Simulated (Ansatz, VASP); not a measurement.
## ZnCo in VASP and in Ansatz

```
Zn Co
1.0
     2.58531    0.00000    0.00000
    -1.29266    2.23895    0.00000
     0.00000    0.00000    4.13663
Zn Co
1 1
Direct
  0.66667 0.33333 0.00000
  0.00000 0.00000 0.50000
```

Alike in both runs: task single point; functional LDA; k mesh 13 × 13 × 7; occupations fermi-dirac, width 0.1 eV; collinear spin.

```csv
,VASP,Ansatz
version,VASP 6.6.1,Ansatz 0.2.0
potentials or method,"VASP PAW LDA potentials, release 64 (Zn, Co), cutoff 520 eV","plane waves, PAW"
valence electrons in the cell,21,29
```

Ansatz gave:

* net moment per atom (μB): 0.58
* size of the moment on the site where the two differ most (μB): 1.23

What did VASP give for the same quantities?

net moment per atom (μB): 0.53; size of the moment on the site where the two differ most (μB): 1.10.

LDA's correlation is that of Perdew and Zunger in VASP and of Perdew and Wang (1992) in Ansatz. Site moments also hang on the region over which each program counts them. VASP's potentials hold 21 valence electrons a cell and Ansatz's 29, so a difference there can come from the potentials and not from the codes.
